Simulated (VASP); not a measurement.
Input of a VASP 6.6.1 run:

INCAR

```
ALGO = Normal
EDIFF = 1E-6
ENCUT = 520
GGA = PE
ISIF = 2
ISMEAR = 0
LASPH = T
LCHARG = F
LREAL = F
LWAVE = F
NBANDS = 36
NELM = 100
PREC = Accurate
SIGMA = 0.15
```

File KPOINTS:

```
k-points
0
Gamma
  10 10 10
```

Contents of POSCAR:

```
CoSi
1.0
    4.4308490675      0.0000000000      0.0000000000
    0.0000000000      4.4308490675      0.0000000000
    0.0000000000      0.0000000000      4.4308490675
Co Si
4 4
Direct
    0.1528370562      0.1528370562      0.1528370562
    0.3471629438      0.8471629438      0.6528370562
    0.6528370562      0.3471629438      0.8471629438
    0.8471629438      0.6528370562      0.3471629438
    0.8438205509      0.8438205509      0.8438205509
    0.6561794491      0.1561794491      0.3438205509
    0.3438205509      0.6561794491      0.1561794491
    0.1561794491      0.3438205509      0.6561794491
```

Potentials or basis: VASP PAW PBE potentials, release 64 (Co, Si).

Launch:

```sh
$ cat potpaw_PBE.64/Co/POTCAR potpaw_PBE.64/Si/POTCAR > POTCAR
$ mpirun -np 1 vasp_std > vasp.out
```

**Question.** What does it give for the pressure?

**Answer.** -0.6 GPa.

**Question.** What does it give for the largest force?

**Answer.** 0.485 eV/Å.

**Question.** What does it give for the band gap on the k mesh?

**Answer.** Zero (bands 26 and 27 overlap by 0.22 eV).

Forces in eV/Å, atoms in the order of the input:
```
Co  -0.280 -0.280 -0.280
Co   0.280  0.280 -0.280
Co  -0.280  0.280  0.280
Co   0.280 -0.280  0.280
Si  -0.029 -0.029 -0.029
Si   0.029  0.029 -0.029
Si  -0.029  0.029  0.029
Si   0.029 -0.029  0.029
```

Caveat: the cell differs from its parent crystal (atoms displaced along a vibrational mode); the run has no spin polarisation, though such a crystal can be magnetic. Spin polarisation is off, so any magnetic state and its effect on volume and gap are missing.
